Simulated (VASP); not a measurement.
Wanted: the native input for a VASP 6.6.1 run.

| Quantity | Value |
| --- | --- |
| Task | single point |
| Functional | PBE |
| Potentials or basis | VASP PAW PBE potentials, release 64 (C, Si) |
| Cutoff | 520 eV |
| k mesh | 8 × 8 × 8 |
| Occupations | gaussian, width 0.01 eV |
| Spin | no spin polarisation |
| Dipole correction | no |
| Further INCAR settings | ALGO = Normal; EDIFF = 1e-06; NBANDS = 16 |

The structure of SiC3 lies in POSCAR:

```
SiC3
1.0
    1.4154339595      0.8172011775      4.6700734293
   -1.4154339595      0.8172011775      4.6700734293
    0.0000000000     -1.6344023551      4.6700734293
C Si
3 1
Direct
    1.0082378924      0.0082378924      0.0082378924
    0.4889604674      0.4889604674      0.4889604674
    0.3791724033      0.3791724033      0.3791724033
    0.8736292368      0.8736292368      0.8736292368
```

These files were run (other wordings do the same):

INCAR

```
SYSTEM = SiC3
PREC = Accurate ; ENCUT = 520
EDIFF = 1E-6 ; ISMEAR = 0
SIGMA = 0.01 ; LREAL = .False.
LASPH = .True. ; NELM = 60
ALGO = Normal ; ISIF = 2
LWAVE = .False. ; LCHARG = .True.
GGA = PE ; LELF = .True.
LVHAR = .True. ; NBANDS = 16
```

KPOINTS

```
regular mesh
0
Gamma
  8 8 8
  0 0 0
```

Potentials or basis: VASP PAW PBE potentials, release 64 (C, Si).

Command:

```bash
$ cat potpaw_PBE.64/C/POTCAR potpaw_PBE.64/Si/POTCAR > POTCAR
$ mpirun -np 1 vasp_std > vasp.out
```

It gave:

| Quantity | Value |
| --- | --- |
| Pressure | 3.4 GPa |
| Largest force | 0.303 eV/Å |
| Band gap on the k mesh | 1.58 eV, indirect (least direct gap 3.20 eV) |

It took 3.7 min on 1 thread of AMD EPYC 7R13 (shared host), peak memory 0.2 GiB.
